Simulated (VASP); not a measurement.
# TaN (P-62m) in VASP: notebook

Runs on TaN. Level: r2SCAN. Tasks: single point.

Everything below comes from runs of VASP 6.6.1. Logs are shortened: lines on timing, memory, paths and dates and some standing lists are left out, and cuts for length are marked.

## Step 1: The cell of the first run

It takes space group P-62m (No. 189, hexagonal). Conventional cell: a = 5.057 Å, b = 5.057 Å, c = 2.845 Å, α = 90.00°, β = 90.00°, γ = 120.00°. Within 2.8 Å of Ta (site symmetry -6) lie 6 N at 2.11 Å. Within 2.7 Å of Ta (site symmetry -62m) lie 3 N at 2.00 Å. Within 2.7 Å of N (site symmetry m2m) lie 5 Ta at 2.00 to 2.11 Å and 4 N at 2.69 Å.

## Step 2: Single point, r2SCAN

POSCAR

```
TaN
1.0
    5.0570485638      0.0000000000      0.0000000000
   -2.5285242819      4.3795325244      0.0000000000
    0.0000000000      0.0000000000      2.8452100967
Ta N
3 3
Direct
    0.3333333333      0.6666666667      0.5000000000
    0.6666666667      0.3333333333      0.5000000000
    0.0000000000      0.0000000000      0.0000000000
    0.3956796395      0.0000000000      0.0000000000
    0.6043203605      0.6043203605      0.0000000000
    0.0000000000      0.3956796395      0.0000000000
```

INCAR.step1

```
PREC = Accurate
ENCUT = 520
ISMEAR = 0
SIGMA = 0.1
LREAL = False
LASPH = True
NELM = 100
NBANDS = 33
GGA = PE
ALGO = Normal
EDIFF = 1E-4
LWAVE = True
LCHARG = False
```

INCAR.step2

```
PREC = Accurate
ENCUT = 520
EDIFF = 1E-7
ISMEAR = 0
SIGMA = 0.1
LREAL = False
LASPH = True
NELM = 100
ALGO = Normal
ISIF = 2
LWAVE = False
LCHARG = True
METAGGA = R2SCAN
LMIXTAU = True
LELF = True
LVHAR = True
NBANDS = 33
ISTART = 1
```

KPOINTS

```
regular mesh
0
Gamma
  12 12 12
```

Potentials or basis: VASP PAW PBE potentials, release 64 (Ta_pv, N).

On the command line:

```bash
$ cat potpaw_PBE.64/Ta_pv/POTCAR potpaw_PBE.64/N/POTCAR > POTCAR
$ cp INCAR.step1 INCAR
$ mpirun -np 1 vasp_std > vasp.out
$ cp INCAR.step2 INCAR
$ mpirun -np 1 vasp_std > vasp.out
```

OUTCAR:

```text
PREC = Accurate
   ENCUT = 520
   EDIFF = 1E-7
   ISMEAR = 0
   LREAL = False
   LASPH = True
   NELM = 100
   ISIF = 2
   METAGGA = R2SCAN
   ISTART = 1

 ion  position               nearest neighbor table
   1  0.333  0.667  0.500-   4 2.11   4 2.11   6 2.11   6 2.11   5 2.11   5 2.11   2 2.92   2 2.92
                             2 2.92   3 3.25   3 3.25   3 3.25   3 3.25   3 3.25   3 3.25
   2  0.667  0.333  0.500-   6 2.11   6 2.11   4 2.11   4 2.11   5 2.11   5 2.11   1 2.92   1 2.92
                             1 2.92   3 3.25   3 3.25   3 3.25   3 3.25   3 3.25   3 3.25
   3  0.000  0.000  0.000-   5 2.00   6 2.00   4 2.00   2 3.25   1 3.25   1 3.25   2 3.25   1 3.25
                             1 3.25   2 3.25   2 3.25   2 3.25   2 3.25   1 3.25   1 3.25
   4  0.396  0.000  0.000-   3 2.00   1 2.11   1 2.11   2 2.11   2 2.11
   5  0.604  0.604  0.000-   3 2.00   2 2.11   2 2.11   1 2.11   1 2.11
   6  0.000  0.396  0.000-   3 2.00   2 2.11   2 2.11   1 2.11   1 2.11

  LATTYP: Found a hexagonal cell.
 ALAT       =     5.0570485638
 C/A-ratio  =     0.5626226564

  Lattice vectors:

 A1 = (   5.0570485638,   0.0000000000,   0.0000000000)
 A2 = (  -2.5285242819,   4.3795325244,   0.0000000000)
 A3 = (   0.0000000000,   0.0000000000,   2.8452100967)

Analysis of symmetry for initial positions (statically):
=====================================================================
 Subroutine PRICEL returns:
 Original cell was already a primitive cell.

 Routine SETGRP: Setting up the symmetry group for a
 hexagonal supercell.

 Subroutine GETGRP returns: Found 12 space group operations
 (whereof 12 operations were pure point group operations)
 out of a pool of 24 trial point group operations.

The static configuration has the point symmetry D_3h.

Analysis of symmetry for dynamics (positions and initial velocities):
=====================================================================
 Subroutine PRICEL returns:
 Original cell was already a primitive cell.

 Routine SETGRP: Setting up the symmetry group for a
 hexagonal supercell.

 Subroutine GETGRP returns: Found 12 space group operations
 (whereof 12 operations were pure point group operations)
 out of a pool of 24 trial point group operations.

The dynamic configuration has the point symmetry D_3h.

 Subroutine INISYM returns: Found 12 space group operations
 (whereof 12 operations are pure point group operations),
 and found     1 'primitive' translations

----------------------------------------------------------------------------------------

                                     Primitive cell

  volume of cell :      63.0143

  direct lattice vectors                    reciprocal lattice vectors
     5.057048564  0.000000000  0.000000000     0.197743800  0.114167436  0.000000000
    -2.528524282  4.379532524  0.000000000     0.000000000  0.228334872  0.000000000
     0.000000000  0.000000000  2.845210097     0.000000000  0.000000000  0.351467894

  length of vectors
     5.057048564  5.057048564  2.845210097     0.228334872  0.228334872  0.351467894

  position of ions in fractional coordinates (direct lattice)
     0.333333333  0.666666667  0.500000000
     0.666666667  0.333333333  0.500000000
     0.000000000  0.000000000  0.000000000
     0.395679640  0.000000000  0.000000000
     0.604320360  0.604320360  0.000000000
     1.000000000  0.395679640  0.000000000

  ion indices of the primitive-cell ions
   primitive index   ion index
                 1           1
                 2           2
                 3           3
                 4           4
                 5           5
                 6           6

----------------------------------------------------------------------------------------

 KPOINTS: regular mesh

Automatic generation of k-mesh.
 Grid dimensions read from file:
 generate k-points for:   12   12   12

 Generating k-lattice:

  Cartesian coordinates                     Fractional coordinates (reciprocal lattice)
     0.016478650  0.009513953  0.000000000     0.083333333 -0.000000000  0.000000000
     0.000000000  0.019027906  0.000000000     0.000000000  0.083333333  0.000000000
     0.000000000  0.000000000  0.029288991     0.000000000  0.000000000  0.083333333

  Length of vectors
     0.019027906  0.019027906  0.029288991

  Shift w.r.t. Gamma in fractional coordinates (k-lattice)
     0.000000000  0.000000000  0.000000000

 Subroutine IBZKPT returns following result:
 ===========================================

 Found    133 irreducible k-points:

 Following reciprocal coordinates:
            Coordinates               Weight
  0.000000  0.000000  0.000000      1.000000
  0.083333  0.000000  0.000000      6.000000
  0.166667  0.000000  0.000000      6.000000
  0.250000  0.000000  0.000000      6.000000
  0.333333 -0.000000  0.000000      6.000000
  0.416667  0.000000  0.000000      6.000000
[... 16 lines left out ...]
  0.250000  0.000000  0.083333     12.000000
  0.333333 -0.000000  0.083333     12.000000
 [... further k-points ...]
   k-points           NKPTS =    133   k-points in BZ     NKDIM =    133   number of bands    NBANDS=     33
   number of dos      NEDOS =    301   number of ions     NIONS =      6
   total plane-waves  NPLWV =  38400
   dimension x,y,z NGX =    40 NGY =   40 NGZ =   24
   dimension x,y,z NGXF=    80 NGYF=   80 NGZF=   48
   ions per type =               3   3
   NGX,Y,Z   is equivalent  to a cutoff of  13.15, 13.15, 14.02 a.u.
   NGXF,Y,Z  is equivalent  to a cutoff of  26.30, 26.30, 28.05 a.u.
 SYSTEM =  unknown system
   PREC   = accura    normal or accurate (medium, high low for compatibility)
   ISTART =      1    job   : 0-new  1-cont  2-samecut
   ICHARG =      0    charge: 1-file 2-atom 10-const
   ISPIN  =      1    spin polarized calculation?
   LNONCOLLINEAR =      F non collinear calculations
   LSORBIT =      F    spin-orbit coupling
   LASPH  =      T    aspherical Exc in radial PAW
   ENCUT  =  520.0 eV  38.22 Ry    6.18 a.u.   9.40  9.40  5.29*2*pi/ulx,y,z
   NELM   =    100;   NELMIN=  2; NELMDL=  0     # of ELM steps
   EDIFF  = 0.1E-06   stopping-criterion for ELM
   LREAL  =      F    real-space projection
   EDIFFG = 0.1E-05   stopping-criterion for IOM
   NSW    =      0    number of steps for IOM
   IBRION =     -1    ionic relax: 0-MD 1-quasi-New 2-CG
   NFREE  =      0    steps in history (QN), initial steepest desc. (CG)
   ISIF   =      2    stress and relaxation
   ISYM   =      2    0-nonsym 1-usesym 2-fastsym
   POTIM  = 0.5000    time-step for ionic-motion
   TEBEG  =    0.0;   TEEND  =   0.0 temperature during run
   PSTRESS=    0.0 pullay stress
   NELECT =      48.0000    total number of electrons
   NUPDOWN=      -1.0000    fix difference up-down
   EMIN   =  10.00;   EMAX   =-10.00  energy-range for DOS
   EFERMI =   0.00;   METHOD = LEGACY
   ISMEAR =     0;   SIGMA  =   0.10  broadening in eV -4-tet -1-fermi 0-gaus
   EFERMI_NEDOS =   21; number of points for ismear=-14 and -15
   IALGO  =     38    algorithm
   IMIX   =      4    mixing-type and parameters
     AMIX     =   0.40;   BMIX     =  1.00
     AMIX_MAG =   1.60;   BMIX_MAG =  1.00
  volume/ion in A,a.u.               =      10.50        70.87
  Fermi-wavevector in a.u.,A,eV,Ry     =   1.495118  2.825364 30.414166  2.235378
  Thomas-Fermi vector in A             =   2.607304
   LORBIT       =      0    0 simple, 1 ext, 2 COOP (PROOUT), +10 PAW based schemes
   METAGGA = R2SCAN    functional components
   LHFCALC =     F    Hartree Fock is set to
   AEXX    =    0.0000 exact exchange contribution
   IVDW    =     0    specifies the selected vdW correction
   LEPSILON=     F    determine dielectric tensor
   LRPA    =     F    only Hartree local field effects (RPA)
 non-spin polarized calculation
 Gauss-broadening in eV      SIGMA  =   0.10
  energy-cutoff  :      520.00
  volume of cell :       63.01
 maximum number of plane-waves:      1715
 NGX is ok and might be reduce to    40
   NGX = 19   NGY = 19   NGZ = 11

 number of electron      47.9999998 magnetization

 Free energy of the ion-electron system (eV)
  ---------------------------------------------------
  ext. energy  EPLUGINS =         0.00000000
  ---------------------------------------------------
  free energy    TOTEN  =      -180.79438725 eV

  energy without entropy =     -180.79223612  energy(sigma->0) =     -180.79331168

 E-fermi :   9.2648     XC(G=0): -14.4672

 val. band max:        9.2330113470   @ k =   0.1667   0.0833   0.1667
 cond. band min:       9.2698600961   @ k =   0.2500   0.0000   0.4167
 fundamental gap:      0.0368487491
 Fermi energy:         9.2648247296

 k-point     1 :       0.0000    0.0000    0.0000
  band No.  band energies     occupation
      1     -28.4348      2.00000
      2     -28.4348      2.00000
      3     -27.9769      2.00000
      4     -27.9769      2.00000
      5     -27.7227      2.00000
      6     -27.5649      2.00000
[... 25 lines left out ...]
     32      12.8984      0.00000
     33      12.8984      0.00000

 k-point     2 :       0.0833    0.0000    0.0000
  band No.  band energies     occupation
      1     -28.4448      2.00000
      2     -28.4346      2.00000
      3     -27.9636      2.00000
      4     -27.9632      2.00000
      5     -27.7202      2.00000
      6     -27.5673      2.00000
[... 25 lines left out ...]
     32      12.8695      0.00000
     33      12.9604      0.00000

 k-point     3 :       0.1667    0.0000    0.0000
  band No.  band energies     occupation
      1     -28.4699      2.00000
      2     -28.4288      2.00000
      3     -27.9346      2.00000
      4     -27.9278      2.00000
      5     -27.7127      2.00000
      6     -27.5740      2.00000
[... 25 lines left out ...]
     32      13.0631      0.00000
     33      13.1317      0.00000

 k-point     4 :       0.2500    0.0000    0.0000
  band No.  band energies     occupation
      1     -28.5003      2.00000
      2     -28.4080      2.00000
      3     -27.9194      2.00000
      4     -27.8822      2.00000
      5     -27.7013      2.00000
      6     -27.5846      2.00000
[... 673 lines left out ...]
     32      13.0631      0.00000
     33      13.2266      0.00000

 k-point    23 :       0.2500    0.0000    0.0833
  band No.  band energies     occupation
      1     -28.4838      2.00000
      2     -28.3931      2.00000
      3     -27.9097      2.00000
      4     -27.8709      2.00000
      5     -27.7914      2.00000
      6     -27.6577      2.00000
[... 25 lines left out ...]
     32      13.3037      0.00000
     33      13.7866      0.00000

 k-point    24 :       0.3333   -0.0000    0.0833
  band No.  band energies     occupation
      1     -28.5101      2.00000
      2     -28.3538      2.00000
      3     -27.9398      2.00000
      4     -27.8280      2.00000
      5     -27.7797      2.00000
      6     -27.6721      2.00000
[... 25 lines left out ...]
     32      13.4699      0.00000
     33      13.6980      0.00000

 [... further k-points ...]
[... 5 lines left out ...]
  --------------------------------------------------------------------------------------
  -------------------------------------------------------------------------------------
  Total       12.7447705     12.7447705     12.6716792      0.0000000      0.0000000      0.0000000
  in kB      324.0435501    324.0435501    322.1851580      0.0000000      0.0000000      0.0000000
  external PRESSURE =     323.4240860 kB  Pullay stress =       0.0000000 kB

 VOLUME and BASIS-vectors are now :
 -----------------------------------------------------------------------------
  energy-cutoff  :      520.00
  volume of cell :       63.01
      direct lattice vectors                 reciprocal lattice vectors
     5.057048564  0.000000000  0.000000000     0.197743800  0.114167436  0.000000000
    -2.528524282  4.379532524  0.000000000     0.000000000  0.228334872  0.000000000
     0.000000000  0.000000000  2.845210097     0.000000000  0.000000000  0.351467894

 POSITION                                       TOTAL-FORCE (eV/Angst)
 -----------------------------------------------------------------------------------
     -0.00000      2.91969      1.42261        -0.000000     -0.000000      0.000000
      2.52852      1.45984      1.42261        -0.000000      0.000000      0.000000
      0.00000      0.00000      0.00000        -0.000000     -0.000000      0.000000
      2.00097      0.00000      0.00000         0.014179     -0.000000      0.000000
      1.52804      2.64664      0.00000        -0.007090     -0.012279      0.000000
     -1.00049      1.73289      0.00000        -0.007090      0.012279      0.000000
 -----------------------------------------------------------------------------------
    total drift:                                0.000004      0.000008     -0.000000

  FREE ENERGIE OF THE ION-ELECTRON SYSTEM (eV)
  ---------------------------------------------------
  free  energy   TOTEN  =      -180.7943872517 eV

  energy  without entropy=     -180.7922361165  energy(sigma->0) =     -180.79331168
```

Wall time 55 min (1 thread of AMD EPYC, shared host); peak memory 0.33 GiB.

Results:

* Free energy: -180.7944 eV
* Pressure: 32.3 GPa
* Largest force: 0.014 eV/Å
* Band gap on the k mesh: zero (band 24 reaches 11.27 eV, above the bottom of band 25 at 7.74 eV)

Forces on the atoms (eV/Å):
```
Ta   0.000  0.000  0.000
Ta   0.000  0.000  0.000
Ta   0.000  0.000  0.000
N    0.014  0.000  0.000
N   -0.007 -0.012  0.000
N   -0.007  0.012  0.000
```

Stress tensor (GPa, compression positive):
```
32.40  0.00  0.00
 0.00 32.40  0.00
 0.00  0.00 32.22
```

Caveat: the PAW data sets were made with another functional, which shifts forces and pressure a little; spin-orbit coupling is left out, which moves the levels of the heavy elements.

(Continued in part 2 of 2.)
